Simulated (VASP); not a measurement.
# Sn (Fd-3m) in VASP: a series of runs, part 2 of 2

VASP 6.6.1. Earlier steps stand in the parts before.

## 3. Relaxation of cell and atoms, PBE+D3(BJ)

This run uses another cell than the first one, of 36.84 Å³/atom, 1.037 times its volume.

INCAR

```
SYSTEM = Sn
  ALGO = Fast
  EDIFF = 1E-6
  EDIFFG = -0.005
  ENCUT = 600
  GGA = PE
  IBRION = 2
  ISIF = 3
  ISMEAR = 0
  IVDW = 12
  LASPH = .True.
  LCHARG = .False.
  LREAL = .False.
  LWAVE = .False.
  NELM = 100
  NSW = 70
  PREC = Accurate
  SIGMA = 0.1
```

KPOINTS

```
k-points
0
Gamma
  12 12 12
  0 0 0
```

POSCAR

```
Sn
1.0
    0.0000000000      3.3273247541      3.3273247541
    3.3273247541      0.0000000000      3.3273247541
    3.3273247541      3.3273247541      0.0000000000
Sn
2
Direct
    0.0000000000      0.0000000000      0.0000000000
    0.2500000000      0.2500000000      0.2500000000
```

Potentials or basis: VASP PAW PBE potentials, release 64 (Sn_d).

On the command line:

```
cat potpaw_PBE.64/Sn_d/POTCAR > POTCAR
mpirun -np 1 vasp_std > vasp.out
```

OUTCAR:

```text
SYSTEM = Sn
   EDIFF = 1E-6
   EDIFFG = -0.005
   ENCUT = 600
   GGA = PE
   IBRION = 2
   ISIF = 3
   ISMEAR = 0
   IVDW = 12
   LASPH = .True.
   LREAL = .False.
   NELM = 100
   NSW = 70
   PREC = Accurate
 IVDW          = 12

 ion  position               nearest neighbor table
   1  0.000  0.000  0.000-   2 2.88   2 2.88   2 2.88   2 2.88
   2  0.250  0.250  0.250-   1 2.88   1 2.88   1 2.88   1 2.88

  LATTYP: Found a face centered cubic cell.
 ALAT       =     6.6546495082

  Lattice vectors:

 A1 = (   0.0000000000,   3.3273247541,   3.3273247541)
 A2 = (   3.3273247541,   0.0000000000,   3.3273247541)
 A3 = (   3.3273247541,   3.3273247541,   0.0000000000)

Analysis of symmetry for initial positions (statically):
=====================================================================
 Subroutine PRICEL returns:
 Original cell was already a primitive cell.

 Routine SETGRP: Setting up the symmetry group for a
 face centered cubic supercell.

 Subroutine GETGRP returns: Found 48 space group operations
 (whereof 24 operations were pure point group operations)
 out of a pool of 48 trial point group operations.

The static configuration has the point symmetry T_d .
 The point group associated with its full space group is O_h .

Analysis of symmetry for dynamics (positions and initial velocities):
=====================================================================
 Subroutine PRICEL returns:
 Original cell was already a primitive cell.

 Routine SETGRP: Setting up the symmetry group for a
 face centered cubic supercell.

 Subroutine GETGRP returns: Found 48 space group operations
 (whereof 24 operations were pure point group operations)
 out of a pool of 48 trial point group operations.

The dynamic configuration has the point symmetry T_d .
 The point group associated with its full space group is O_h .

 Subroutine INISYM returns: Found 48 space group operations
 (whereof 24 operations are pure point group operations),
 and found     1 'primitive' translations

----------------------------------------------------------------------------------------

                                     Primitive cell

  volume of cell :      73.6742

  direct lattice vectors                    reciprocal lattice vectors
     0.000000000  3.327324754  3.327324754    -0.150270874  0.150270874  0.150270874
     3.327324754  0.000000000  3.327324754     0.150270874 -0.150270874  0.150270874
     3.327324754  3.327324754  0.000000000     0.150270874  0.150270874 -0.150270874

  length of vectors
     4.705547794  4.705547794  4.705547794     0.260276789  0.260276789  0.260276789

  position of ions in fractional coordinates (direct lattice)
     0.000000000  0.000000000  0.000000000
     0.250000000  0.250000000  0.250000000

  ion indices of the primitive-cell ions
   primitive index   ion index
                 1           1
                 2           2

----------------------------------------------------------------------------------------

 KPOINTS: k-points

Automatic generation of k-mesh.
 Grid dimensions read from file:
 generate k-points for:   12   12   12

 Generating k-lattice:

  Cartesian coordinates                     Fractional coordinates (reciprocal lattice)
    -0.012522573  0.012522573  0.012522573     0.083333333  0.000000000  0.000000000
     0.012522573 -0.012522573  0.012522573     0.000000000  0.083333333  0.000000000
     0.012522573  0.012522573 -0.012522573     0.000000000  0.000000000  0.083333333

  Length of vectors
     0.021689732  0.021689732  0.021689732

  Shift w.r.t. Gamma in fractional coordinates (k-lattice)
     0.000000000  0.000000000  0.000000000

 Subroutine IBZKPT returns following result:
 ===========================================

 Found     72 irreducible k-points:

 Following reciprocal coordinates:
            Coordinates               Weight
  0.000000  0.000000  0.000000      1.000000
  0.083333  0.000000  0.000000      8.000000
  0.166667  0.000000  0.000000      8.000000
  0.250000  0.000000  0.000000      8.000000
  0.333333  0.000000  0.000000      8.000000
  0.416667  0.000000  0.000000      8.000000
[... 16 lines left out ...]
  0.500000  0.166667  0.000000     24.000000
 -0.416667  0.166667  0.000000     24.000000
 [... further k-points ...]
   k-points           NKPTS =     72   k-points in BZ     NKDIM =     72   number of bands    NBANDS=     18
   number of dos      NEDOS =    301   number of ions     NIONS =      2
   total plane-waves  NPLWV =  64000
   dimension x,y,z NGX =    40 NGY =   40 NGZ =   40
   dimension x,y,z NGXF=    80 NGYF=   80 NGZF=   80
   ions per type =               2
   NGX,Y,Z   is equivalent  to a cutoff of  14.13, 14.13, 14.13 a.u.
   NGXF,Y,Z  is equivalent  to a cutoff of  28.26, 28.26, 28.26 a.u.
 SYSTEM =  Sn
   PREC   = accura    normal or accurate (medium, high low for compatibility)
   ISTART =      0    job   : 0-new  1-cont  2-samecut
   ICHARG =      2    charge: 1-file 2-atom 10-const
   ISPIN  =      1    spin polarized calculation?
   LNONCOLLINEAR =      F non collinear calculations
   LSORBIT =      F    spin-orbit coupling
   LASPH  =      T    aspherical Exc in radial PAW
   ENCUT  =  600.0 eV  44.10 Ry    6.64 a.u.   9.40  9.40  9.40*2*pi/ulx,y,z
   NELM   =    100;   NELMIN=  2; NELMDL= -5     # of ELM steps
   EDIFF  = 0.1E-05   stopping-criterion for ELM
   LREAL  =      F    real-space projection
   EDIFFG = -.5E-02   stopping-criterion for IOM
   NSW    =     70    number of steps for IOM
   IBRION =      2    ionic relax: 0-MD 1-quasi-New 2-CG
   NFREE  =      1    steps in history (QN), initial steepest desc. (CG)
   ISIF   =      3    stress and relaxation
   ISYM   =      2    0-nonsym 1-usesym 2-fastsym
   POTIM  = 0.5000    time-step for ionic-motion
   TEBEG  =    0.0;   TEEND  =   0.0 temperature during run
   PSTRESS=    0.0 pullay stress
   NELECT =      28.0000    total number of electrons
   NUPDOWN=      -1.0000    fix difference up-down
   EMIN   =  10.00;   EMAX   =-10.00  energy-range for DOS
   EFERMI =   0.00;   METHOD = LEGACY
   ISMEAR =     0;   SIGMA  =   0.10  broadening in eV -4-tet -1-fermi 0-gaus
   EFERMI_NEDOS =   21; number of points for ismear=-14 and -15
   IALGO  =     68    algorithm
   IMIX   =      4    mixing-type and parameters
     AMIX     =   0.40;   BMIX     =  1.00
     AMIX_MAG =   1.60;   BMIX_MAG =  1.00
  volume/ion in A,a.u.               =      36.84       248.59
  Fermi-wavevector in a.u.,A,eV,Ry     =   1.185830  2.240893 19.132404  1.406192
  Thomas-Fermi vector in A             =   2.322015
   LORBIT       =      0    0 simple, 1 ext, 2 COOP (PROOUT), +10 PAW based schemes
   GGA     = PE    functional components
   LHFCALC =     F    Hartree Fock is set to
   AEXX    =    0.0000 exact exchange contribution
   IVDW    =    12    specifies the selected vdW correction
   LEPSILON=     F    determine dielectric tensor
   LRPA    =     F    only Hartree local field effects (RPA)
 conjugate gradient relaxation of ions
 non-spin polarized calculation
 RMM-DIIS sequential band-by-band and
 Gauss-broadening in eV      SIGMA  =   0.10
  energy-cutoff  :      600.00
  volume of cell :       73.67
 maximum number of plane-waves:      2485
 NGX is ok and might be reduce to    40
   NGX = 19   NGY = 19   NGZ = 19

--------------------------------------- Ionic step        1  -------------------------------------------

 number of electron      27.9999997 magnetization

 Free energy of the ion-electron system (eV)
  ---------------------------------------------------
  ext. energy  EPLUGINS =         0.00000000
  ---------------------------------------------------
  free energy    TOTEN  =        -7.69327900 eV

  energy without entropy =       -7.69198082  energy(sigma->0) =       -7.69262991

 E-fermi :   4.8507     XC(G=0):  -8.5507

 val. band max:        4.8360503738   @ k =   0.0833   0.0000   0.0000
 cond. band min:       4.8961660166   @ k =   0.3333   0.0000   0.0000
 fundamental gap:      0.0601156428
 Fermi energy:         4.8507092582

 k-point     1 :       0.0000    0.0000    0.0000
  band No.  band energies     occupation
      1     -16.6782      2.00000
      2     -16.6782      2.00000
      3     -16.6782      2.00000
      4     -16.6283      2.00000
      5     -16.6283      2.00000
      6     -16.3759      2.00000
[... 10 lines left out ...]
     17       7.0219      0.00000
     18       7.0219      0.00000
[... 640 lines left out ...]
  energy  without entropy=       -8.2696532202  energy(sigma->0) =       -8.27026412

--------------------------------------- Ionic step        5  -------------------------------------------

 number of electron      27.9999998 magnetization

 Free energy of the ion-electron system (eV)
  ---------------------------------------------------
  ext. energy  EPLUGINS =         0.00000000
  ---------------------------------------------------
  free energy    TOTEN  =        -7.68170691 eV

  energy without entropy =       -7.68048565  energy(sigma->0) =       -7.68109628

 E-fermi :   5.2342     XC(G=0):  -8.7087

 val. band max:        5.2054148081   @ k =   0.4167   0.0000   0.0000
 cond. band min:       5.3277927579   @ k =   0.0000   0.0000   0.0000
 fundamental gap:      0.1223779498
 Fermi energy:         5.2342158131

 k-point     1 :       0.0000    0.0000    0.0000
  band No.  band energies     occupation
      1     -16.3708      2.00000
      2     -16.3708      2.00000
      3     -16.3708      2.00000
      4     -16.3163      2.00000
      5     -16.3163      2.00000
      6     -16.0374      2.00000
[... 10 lines left out ...]
     17       7.3970      0.00000
     18       7.3970      0.00000
[... 516 lines left out ...]
  FREE ENERGIE OF THE ION-ELECTRON SYSTEM (eV)
  ---------------------------------------------------
  free  energy   TOTEN  =        -8.2708749169 eV

  energy  without entropy=       -8.2696536612  energy(sigma->0) =       -8.27026429

 reached required accuracy - stopping structural energy minimisation
```

OSZICAR:

```text
N       E                     dE             d eps       ncg     rms          rms(c)
DAV:   1     0.213295741993E+03    0.21330E+03   -0.16086E+04  2594   0.236E+03
DAV:   2     0.128841976952E+02   -0.20041E+03   -0.19796E+03  2598   0.461E+02
DAV:   3    -0.704574106777E+01   -0.19930E+02   -0.19791E+02  2892   0.150E+02
DAV:   4    -0.771107545767E+01   -0.66533E+00   -0.66418E+00  2962   0.295E+01
[... 38 lines left out ...]
   4 F= -.82708750E+01 E0= -.82702641E+01  d E =-.115474E-01
       N       E                     dE             d eps       ncg     rms          rms(c)
DAV:   1    -0.768171378973E+01    0.96452E-04   -0.14675E-04  3212   0.207E-01    0.135E-02
RMM:   2    -0.768170789534E+01    0.58944E-05   -0.87883E-06  2736   0.456E-02    0.606E-03
RMM:   3    -0.768170690587E+01    0.98947E-06   -0.43935E-06  2319   0.299E-02
   5 F= -.82708749E+01 E0= -.82702643E+01  d E =0.106160E-06
```

It took 3 min on 1 thread of Intel Xeon 6975P-C (Granite Rapids), shared host; peak memory 0.31 GiB.

Results:

```
Free energy                            : -8.2709 eV
Relaxed volume                         : 35.50 Å³/atom
Relaxed cell                           : a = 4.648 Å, b = 4.648 Å, c = 4.648 Å, α = 60.00°, β = 60.00°, γ = 60.00°
Space group after relaxing (to 0.05 Å) : Fd-3m (No. 227)
Energy gained by relaxing              : 5.8 meV/atom
Ionic steps                            : 5
Pressure after relaxing                : 0.0 GPa
Band gap on the k mesh                 : zero (band 14 reaches 5.33 eV, above the bottom of band 15 at 5.16 eV)
Dispersion energy per atom             : -0.295 eV
```

The path:
| step | energy change (eV) | largest force (eV/Å) | pressure (GPa) | volume (Å³) |
| --- | --- | --- | --- | --- |
| 1 | 0.0000 | 0.0000 | -1.30 | 73.67 |
| 2 | -0.0112 | 0.0000 | 0.23 | 70.53 |
| 3 | -0.0115 | 0.0000 | 0.03 | 70.95 |
| 4 | -0.0115 | 0.0000 | -0.08 | 71.02 |
| 5 | -0.0115 | 0.0000 | 0.02 | 71.00 |

Final structure:
```yaml
crystal:
  lattice:
    - [0.00000, 3.28663, 3.28663]
    - [3.28663, 0.00000, 3.28663]
    - [3.28663, 3.28663, 0.00000]
  atoms:
    - { symbol: Sn, position: [0.00000, 0.00000, 0.00000] }
    - { symbol: Sn, position: [0.25000, 0.25000, 0.25000] }
```

Caveat: spin-orbit coupling is left out, which moves the levels of the heavy elements; pairwise dispersion overbinds metals, which lowers pressure and volume.
